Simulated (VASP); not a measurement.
MnO2, 12 atoms in the cell. The structure is orthorhombic, space group Pnma (No. 62). The conventional cell has a = 9.405 Å, b = 2.891 Å, c = 4.397 Å, α = 90.00°, β = 90.00°, γ = 90.00°. Within 2.5 Å of Mn (site symmetry m) lie 6 O at 1.90 to 1.93 Å. Within 2.5 Å of O (site symmetry m) lie 3 Mn at 1.90 Å and 1 O at 2.49 Å. O (site symmetry m) has 3 Mn at 1.92 to 1.93 Å and 3 O at 2.49 to 2.53 Å within 2.6 Å. 

* Program: VASP 6.6.1
* Task: single point
* Functional: PBE
* Potentials or basis: VASP PAW PBE potentials, release 64 (Mn_pv, O)
* Cutoff: 520 eV
* k mesh: 2 × 6 × 4
* Occupations: gaussian, width 0.05 eV
* Spin: collinear spin, ferromagnetic start
* Starting moments: [3.09, 3.09, 3.09, 3.09, 0.0, 0.0, 0.0, 0.0, 0.0, 0.0, 0.0, 0.0] μB
* Hubbard terms: Mn d U = 3.9 eV
* Dipole correction: no
* Further INCAR settings: ALGO = Normal; EDIFF = 1e-06; NBANDS = 66

Potentials or basis: VASP PAW PBE potentials, release 64 (Mn_pv, O).

Command:

```console
$ cat potpaw_PBE.64/Mn_pv/POTCAR potpaw_PBE.64/O/POTCAR > POTCAR
$ mpirun -np 1 vasp_std > vasp.out
```

Hardware: 1 thread of Intel(R) Xeon(R) Platinum 8488C (Sapphire Rapids), with other jobs on the host.

Task: Estimate the wall time of this run.

Result: It took 7.2 min on 1 thread of Intel(R) Xeon(R) Platinum 8488C (Sapphire Rapids), with other jobs on the host, peak memory 0.44 GiB. Counts: scf iterations 18, k points 24.
